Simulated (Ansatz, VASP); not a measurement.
# Bi2Cl: VASP beside Ansatz

```
Bi Cl
1.0
    -2.17474    2.17474    4.83616
     2.17474   -2.17474    4.83616
     2.17474    2.17474   -4.83616
Bi Cl
2 1
Direct
  0.69302 0.69302 0.00000
  0.30698 0.30698 0.00000
  0.00000 0.00000 0.00000
```

Alike in both runs: functional PBE; k mesh 6 × 6 × 6; occupations gaussian, width 0.1 eV; no spin polarisation.

Ansatz relaxed the structure, and its values are those at the end. VASP's run is a single point on that final structure, the one shown.

|  | VASP | Ansatz |
| --- | --- | --- |
| version | VASP 6.6.1 | Ansatz 0.2.0 |
| potentials or method | VASP PAW PBE potentials, release 64 (Bi_d, Cl), cutoff 520 eV | scalar-relativistic, plane waves, PAW |
| valence electrons in the cell | 37 | 37 |

```tsv
	VASP	Ansatz	Ansatz less VASP
gap on the k mesh at the Fermi level (eV)	none	none	-
pressure (GPa)	0.0	0.1	+0.06
rms of the force components (eV/Å)	0.004	0.006	+0.0021
```

A gap of «none» marks a metal or a gap that the smearing closes. The functional is the same, so the differences come from potentials, cutoffs and numerics.

Neither program's run includes spin-orbit coupling.
